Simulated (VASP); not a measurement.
Write the native input for VASP 6.6.1 that does the following.

| Item | Value |
| --- | --- |
| Task | single point |
| Functional | r2SCAN |
| Potentials or basis | VASP PAW PBE potentials, release 64 (Ti_sv, Si) |
| Cutoff | 520 eV |
| k mesh | 8 × 8 × 8 |
| Occupations | gaussian, width 0.1 eV |
| Spin | no spin polarisation |
| Dipole correction | no |
| Further INCAR settings | ALGO = Normal; EDIFF = 1e-07; NBANDS = 29 |

TiSi2:

```xyz
6
Lattice="4.7597 0.0000 0.0000 -2.3589 4.1341 0.0000 1.2004 2.0671 4.2581" Properties=species:S:1:pos:R:3 pbc="T T T"
Ti    0.0210    4.1341    2.1291
Ti    1.2004    2.0671    0.0000
Si    4.7383    1.3946    2.1291
Si    2.4223    2.7395    2.1291
Si    3.6018    0.6725    0.0000
Si   -1.2009    3.4616    0.0000
```

One way to write it, as run:

POSCAR

```
TiSi2
1.0
    4.7597362630      0.0000000000      0.0000000000
   -2.3588725772      4.1341032229      0.0000000000
    1.2004318429      2.0670516115      4.2581108951
Ti Si
2 4
Direct
    0.2500000000      0.7500000000      0.5000000000
    0.5000000000      0.5000000000      0.0000000000
    0.9126699719      0.0873300281      0.5000000000
    0.5873300281      0.4126699719      0.5000000000
    0.8373300281      0.1626699719      0.0000000000
    0.1626699719      0.8373300281      0.0000000000
```

INCAR.step1

```
SYSTEM = TiSi2
PREC     = Accurate       ! precision mode
ENCUT    = 520            ! plane-wave cutoff, eV
ISMEAR   = 0              ! smearing method
SIGMA    = 0.1            ! smearing width, eV
LREAL    = .FALSE.        ! projectors in reciprocal space
LASPH    = .TRUE.         ! aspherical terms in the spheres
NELM     = 60             ! most SCF steps
NBANDS   = 29             ! bands
GGA      = PE             ! functional
ALGO     = Normal         ! electronic algorithm
EDIFF    = 1E-4           ! SCF threshold, eV
LWAVE    = .TRUE.         ! write WAVECAR
LCHARG   = .FALSE.        ! write CHGCAR
```

INCAR.step2

```
SYSTEM = TiSi2
PREC     = Accurate       ! precision mode
ENCUT    = 520            ! plane-wave cutoff, eV
EDIFF    = 1E-7           ! SCF threshold, eV
ISMEAR   = 0              ! smearing method
SIGMA    = 0.1            ! smearing width, eV
LREAL    = .FALSE.        ! projectors in reciprocal space
LASPH    = .TRUE.         ! aspherical terms in the spheres
NELM     = 60             ! most SCF steps
ALGO     = Normal         ! electronic algorithm
ISIF     = 2              ! what is computed and relaxed
LWAVE    = .FALSE.        ! write WAVECAR
LCHARG   = .TRUE.         ! write CHGCAR
METAGGA  = R2SCAN         ! meta-GGA
LMIXTAU  = .TRUE.       
LELF     = .TRUE.         ! ELF
LVHAR    = .TRUE.       
NBANDS   = 29             ! bands
ISTART   = 1
```

KPOINTS

```
Automatic mesh
0
G
  8 8 8
  0 0 0
```

Potentials or basis: VASP PAW PBE potentials, release 64 (Ti_sv, Si).

Command:

```bash
$ cat potpaw_PBE.64/Ti_sv/POTCAR potpaw_PBE.64/Si/POTCAR > POTCAR
$ cp INCAR.step1 INCAR
$ mpirun -np 1 vasp_std > vasp.out
$ cp INCAR.step2 INCAR
$ mpirun -np 1 vasp_std > vasp.out
```

It gave:

```
Pressure               : 0.3 GPa
Largest force          : 0.010 eV/Å
Band gap on the k mesh : zero (band 20 reaches 11.03 eV, above the bottom of band 21 at 8.97 eV)
```

Caveat: the PAW data sets were made with another functional, which shifts forces and pressure a little.

Wall time 6.1 min on 1 thread of Intel(R) Xeon(R) 6975P-C (Granite Rapids), with other jobs on the host, peak memory 0.34 GiB.
